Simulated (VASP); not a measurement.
# Ga (Pm-3m) in VASP: further runs, part 2 of 2

VASP 6.6.1.

## (3) Single point, PBEsol (volume scaled by 0.68)

INCAR

```
ALGO = Normal ; EDIFF = 1E-6
ENCUT = 520 ; GGA = PS
ISIF = 2 ; ISMEAR = -1
LASPH = True ; LCHARG = True
LELF = True ; LREAL = False
LVHAR = True ; LWAVE = False
NBANDS = 12 ; NELM = 100
PREC = Accurate ; SIGMA = 0.1
```

KPOINTS

```
k-points
0
Gamma
  15 15 15
```

POSCAR

```
Ga
1.0
    2.3396129333      0.0000000000      0.0000000000
    0.0000000000      2.3396129333      0.0000000000
    0.0000000000      0.0000000000      2.3396129333
Ga
1
Direct
    0.0000000000      0.0000000000      0.0000000000
```

Potentials or basis: VASP PAW PBE potentials, release 64 (Ga_d).

On the command line:

```
$ cat potpaw_PBE.64/Ga_d/POTCAR > POTCAR
$ mpirun -np 1 vasp_std > vasp.out
```

OUTCAR:

```text
EDIFF = 1E-6
   ENCUT = 520
   GGA = PS
   ISIF = 2
   ISMEAR = -1
   LASPH = True
   LREAL = False
   NELM = 100
   PREC = Accurate

 ion  position               nearest neighbor table
   1  0.000  0.000  0.000-

  LATTYP: Found a simple cubic cell.
 ALAT       =     2.3396129333

  Lattice vectors:

 A1 = (   2.3396129333,   0.0000000000,   0.0000000000)
 A2 = (   0.0000000000,   2.3396129333,   0.0000000000)
 A3 = (   0.0000000000,   0.0000000000,   2.3396129333)

Analysis of symmetry for initial positions (statically):
=====================================================================
 Subroutine PRICEL returns:
 Original cell was already a primitive cell.

 Routine SETGRP: Setting up the symmetry group for a
 simple cubic supercell.

 Subroutine GETGRP returns: Found 48 space group operations
 (whereof 48 operations were pure point group operations)
 out of a pool of 48 trial point group operations.

The static configuration has the point symmetry O_h .

Analysis of symmetry for dynamics (positions and initial velocities):
=====================================================================
 Subroutine PRICEL returns:
 Original cell was already a primitive cell.

 Routine SETGRP: Setting up the symmetry group for a
 simple cubic supercell.

 Subroutine GETGRP returns: Found 48 space group operations
 (whereof 48 operations were pure point group operations)
 out of a pool of 48 trial point group operations.

The dynamic configuration has the point symmetry O_h .

 Subroutine INISYM returns: Found 48 space group operations
 (whereof 48 operations are pure point group operations),
 and found     1 'primitive' translations

----------------------------------------------------------------------------------------

                                     Primitive cell

  volume of cell :      12.8065

  direct lattice vectors                    reciprocal lattice vectors
     2.339612933  0.000000000  0.000000000     0.427421128  0.000000000  0.000000000
     0.000000000  2.339612933  0.000000000     0.000000000  0.427421128  0.000000000
     0.000000000  0.000000000  2.339612933     0.000000000  0.000000000  0.427421128

  length of vectors
     2.339612933  2.339612933  2.339612933     0.427421128  0.427421128  0.427421128

  position of ions in fractional coordinates (direct lattice)
     0.000000000  0.000000000  0.000000000

  ion indices of the primitive-cell ions
   primitive index   ion index
                 1           1

----------------------------------------------------------------------------------------

 KPOINTS: k-points

Automatic generation of k-mesh.
 Grid dimensions read from file:
 generate k-points for:   15   15   15

 Generating k-lattice:

  Cartesian coordinates                     Fractional coordinates (reciprocal lattice)
     0.028494742  0.000000000  0.000000000     0.066666667  0.000000000  0.000000000
     0.000000000  0.028494742  0.000000000     0.000000000  0.066666667  0.000000000
     0.000000000  0.000000000  0.028494742     0.000000000  0.000000000  0.066666667

  Length of vectors
     0.028494742  0.028494742  0.028494742

  Shift w.r.t. Gamma in fractional coordinates (k-lattice)
     0.000000000  0.000000000  0.000000000

 Subroutine IBZKPT returns following result:
 ===========================================

 Found    120 irreducible k-points:

 Following reciprocal coordinates:
            Coordinates               Weight
  0.000000  0.000000  0.000000      1.000000
  0.066667  0.000000  0.000000      6.000000
  0.133333  0.000000  0.000000      6.000000
  0.200000  0.000000  0.000000      6.000000
  0.266667  0.000000  0.000000      6.000000
  0.333333  0.000000  0.000000      6.000000
[... 16 lines left out ...]
  0.266667  0.200000  0.000000     24.000000
  0.333333  0.200000  0.000000     24.000000
 [... further k-points ...]
   k-points           NKPTS =    120   k-points in BZ     NKDIM =    120   number of bands    NBANDS=     12
   number of dos      NEDOS =    301   number of ions     NIONS =      1
   total plane-waves  NPLWV =   5832
   dimension x,y,z NGX =    18 NGY =   18 NGZ =   18
   dimension x,y,z NGXF=    36 NGYF=   36 NGZF=   36
   ions per type =               1
   NGX,Y,Z   is equivalent  to a cutoff of  12.79, 12.79, 12.79 a.u.
   NGXF,Y,Z  is equivalent  to a cutoff of  25.58, 25.58, 25.58 a.u.
 SYSTEM =  unknown system
   PREC   = accura    normal or accurate (medium, high low for compatibility)
   ISTART =      0    job   : 0-new  1-cont  2-samecut
   ICHARG =      2    charge: 1-file 2-atom 10-const
   ISPIN  =      1    spin polarized calculation?
   LNONCOLLINEAR =      F non collinear calculations
   LSORBIT =      F    spin-orbit coupling
   LASPH  =      T    aspherical Exc in radial PAW
   ENCUT  =  520.0 eV  38.22 Ry    6.18 a.u.   4.35  4.35  4.35*2*pi/ulx,y,z
   NELM   =    100;   NELMIN=  2; NELMDL= -5     # of ELM steps
   EDIFF  = 0.1E-05   stopping-criterion for ELM
   LREAL  =      F    real-space projection
   EDIFFG = 0.1E-04   stopping-criterion for IOM
   NSW    =      0    number of steps for IOM
   IBRION =     -1    ionic relax: 0-MD 1-quasi-New 2-CG
   NFREE  =      0    steps in history (QN), initial steepest desc. (CG)
   ISIF   =      2    stress and relaxation
   ISYM   =      2    0-nonsym 1-usesym 2-fastsym
   POTIM  = 0.5000    time-step for ionic-motion
   TEBEG  =    0.0;   TEEND  =   0.0 temperature during run
   PSTRESS=    0.0 pullay stress
   NELECT =      13.0000    total number of electrons
   NUPDOWN=      -1.0000    fix difference up-down
   EMIN   =  10.00;   EMAX   =-10.00  energy-range for DOS
   EFERMI =   0.00;   METHOD = LEGACY
   ISMEAR =    -1;   SIGMA  =   0.10  broadening in eV -4-tet -1-fermi 0-gaus
   EFERMI_NEDOS =   21; number of points for ismear=-14 and -15
   IALGO  =     38    algorithm
   IMIX   =      4    mixing-type and parameters
     AMIX     =   0.40;   BMIX     =  1.00
     AMIX_MAG =   1.60;   BMIX_MAG =  1.00
  volume/ion in A,a.u.               =      12.81        86.42
  Fermi-wavevector in a.u.,A,eV,Ry     =   1.645301  3.109167 36.831164  2.707014
  Thomas-Fermi vector in A             =   2.735121
   LORBIT       =      0    0 simple, 1 ext, 2 COOP (PROOUT), +10 PAW based schemes
   GGA     = PS    functional components
   LHFCALC =     F    Hartree Fock is set to
   AEXX    =    0.0000 exact exchange contribution
   IVDW    =     0    specifies the selected vdW correction
   LEPSILON=     F    determine dielectric tensor
   LRPA    =     F    only Hartree local field effects (RPA)
 non-spin polarized calculation
  energy-cutoff  :      520.00
  volume of cell :       12.81
 maximum number of plane-waves:       356
 NGX is ok and might be reduce to    18
   NGX =  9   NGY =  9   NGZ =  9

 number of electron      12.9999987 magnetization

 Free energy of the ion-electron system (eV)
  ---------------------------------------------------
  ext. energy  EPLUGINS =         0.00000000
  ---------------------------------------------------
  free energy    TOTEN  =        -2.54087955 eV

  energy without entropy =       -2.53190516  energy(sigma->0) =       -2.53639236

 E-fermi :   9.2847     XC(G=0): -13.1870

 val. band max:        9.2327542939   @ k =   0.4667   0.4667   0.2000
 cond. band min:       9.3263754071   @ k =   0.3333   0.2000   0.0667
 fundamental gap:      0.0936211132
 Fermi energy:         9.2847241943

 k-point     1 :       0.0000    0.0000    0.0000
  band No.  band energies     occupation
      1      -6.9096      2.00000
      2      -6.9096      2.00000
      3      -5.5071      2.00000
      4      -5.5071      2.00000
      5      -5.5071      2.00000
      6      -4.9790      2.00000
      7      21.6737      0.00000
      8      21.6737      0.00000
      9      21.6737      0.00000
     10      24.7082      0.00000
     11      24.7082      0.00000
     12      29.6889      0.00000

 k-point     2 :       0.0667    0.0000    0.0000
  band No.  band energies     occupation
      1      -6.9039      2.00000
      2      -6.8746      2.00000
      3      -5.5248      2.00000
      4      -5.5248      2.00000
      5      -5.5056      2.00000
      6      -4.8526      2.00000
      7      19.6297      0.00000
      8      21.8192      0.00000
      9      21.8192      0.00000
     10      24.7990      0.00000
     11      26.3233      0.00000
     12      30.3875      0.00000
[... 316 lines left out ...]
 k-point    24 :       0.3333    0.2000    0.0000
  band No.  band energies     occupation
      1      -6.6545      2.00000
      2      -6.1250      2.00000
      3      -6.0887      2.00000
      4      -5.7883      2.00000
      5      -5.6128      2.00000
      6      -0.5148      2.00000
      7       9.2040      1.38288
      8      16.9617      0.00000
      9      25.9813      0.00000
     10      26.3646      0.00000
     11      29.3513      0.00000
     12      36.6434      0.00000

 [... further k-points ...]
[... 5 lines left out ...]
  --------------------------------------------------------------------------------------
  -------------------------------------------------------------------------------------
  Total        4.5391013      4.5391013      4.5391013     -0.0000000      0.0000000     -0.0000000
  in kB      567.8693359    567.8693359    567.8693359     -0.0000000      0.0000000     -0.0000000
  external PRESSURE =     567.8693359 kB  Pullay stress =       0.0000000 kB

 VOLUME and BASIS-vectors are now :
 -----------------------------------------------------------------------------
  energy-cutoff  :      520.00
  volume of cell :       12.81
      direct lattice vectors                 reciprocal lattice vectors
     2.339612933  0.000000000  0.000000000     0.427421128  0.000000000  0.000000000
     0.000000000  2.339612933  0.000000000     0.000000000  0.427421128  0.000000000
     0.000000000  0.000000000  2.339612933     0.000000000  0.000000000  0.427421128

 POSITION                                       TOTAL-FORCE (eV/Angst)
 -----------------------------------------------------------------------------------
      0.00000      0.00000      0.00000         0.000000      0.000000      0.000000
 -----------------------------------------------------------------------------------
    total drift:                                0.000000      0.000000      0.000000

  FREE ENERGIE OF THE ION-ELECTRON SYSTEM (eV)
  ---------------------------------------------------
  free  energy   TOTEN  =        -2.5408795546 eV

  energy  without entropy=       -2.5319051590  energy(sigma->0) =       -2.53639236
```

OSZICAR:

```text
N       E                     dE             d eps       ncg     rms          rms(c)
DAV:   1     0.389311925744E+02    0.38931E+02   -0.65799E+03  3396   0.209E+03
DAV:   2    -0.116087628148E+01   -0.40092E+02   -0.38282E+02  3000   0.252E+02
DAV:   3    -0.263062621527E+01   -0.14697E+01   -0.14664E+01  3396   0.414E+01
DAV:   4    -0.263989451780E+01   -0.92683E-02   -0.92667E-02  3224   0.324E+00
DAV:   5    -0.263998384314E+01   -0.89325E-04   -0.89324E-04  3428   0.302E-01    0.190E+00
DAV:   6    -0.256106028992E+01    0.78924E-01   -0.13397E-01  3636   0.928E+00    0.848E-01
DAV:   7    -0.254337371787E+01    0.17687E-01   -0.15367E-02  3636   0.262E+00    0.236E-01
DAV:   8    -0.254089972535E+01    0.24740E-02   -0.21588E-03  3388   0.841E-01    0.218E-02
DAV:   9    -0.254088434074E+01    0.15385E-04   -0.13411E-05  3532   0.424E-02    0.767E-03
DAV:  10    -0.254087952871E+01    0.48120E-05   -0.15612E-06  2456   0.270E-02    0.359E-04
DAV:  11    -0.254087955457E+01   -0.25865E-07   -0.56461E-08  1860   0.330E-03
   1 F= -.25408796E+01 E0= -.25363924E+01  d E =-.897440E-02
```

stdout:

```text
POSCAR found type information on POSCAR Ga
 POSCAR found :  1 types and       1 ions
 scaLAPACK will be used
 -----------------------------------------------------------------------------
|                                                                             |
|                                                                             |
|     You enforced a specific xc type in the INCAR file but a different       |
|     I HOPE YOU KNOW WHAT YOU ARE DOING!                                     |
|                                                                             |
 -----------------------------------------------------------------------------

 LDA part: xc-table for (Slater+PW92), standard interpolation
 POSCAR, INCAR and KPOINTS ok, starting setup
 FFT: planning ... GRIDC
 FFT: planning ... GRID_SOFT
 FFT: planning ... GRID
 WAVECAR not read
 entering main loop
```

It took 5.6 s on 1 thread of Intel Xeon 6975P-C (Granite Rapids), shared host; peak memory 0.13 GiB.

Results:

| Item | Value |
| --- | --- |
| Free energy | -2.5409 eV |
| Pressure | 56.8 GPa |

Caveat: the PAW data sets were made with another functional, which shifts forces and pressure a little.
